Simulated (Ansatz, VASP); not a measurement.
Mg5Se: VASP beside Ansatz

```
Mg Se
1.0
     0.00000    4.99652    4.99652
     4.99652    0.00000    4.99652
     4.99652    4.99652    0.00000
Mg Se
5 1
Cartesian
  0.0000 0.0000 0.0000
  3.9510 3.9510 3.9510
  6.0421 6.0421 3.9510
  6.0421 3.9510 6.0421
  3.9510 6.0421 6.0421
  2.4983 2.4983 2.4983
```

Alike in both runs: functional PBE; k mesh 4 × 4 × 4; occupations gaussian, width 0.1 eV; no spin polarisation.

Ansatz relaxed the structure, and its values are those at the end. VASP's run is a single point on that final structure, the one shown.

```csv
,VASP,Ansatz
version,VASP 6.6.1,Ansatz 0.2.0
potentials or method,"VASP PAW PBE potentials, release 64 (Mg, Se), cutoff 520 eV","scalar-relativistic, plane waves, PAW"
valence electrons in the cell,16,66
```

Ansatz gave:

| Item | Value |
| --- | --- |
| gap on the k mesh at the Fermi level (eV) | none |
| pressure (GPa) | -0.1 |
| rms of the force components (eV/Å) | 0.011 |

**Question.** What did VASP give for the same quantities?

**Answer.** gap on the k mesh at the Fermi level (eV): none; pressure (GPa): -0.1; rms of the force components (eV/Å): 0.015.

A gap of «none» marks a metal or a gap that the smearing closes. VASP's potentials hold 16 valence electrons a cell and Ansatz's 66, so a difference there can come from the potentials and not from the codes.
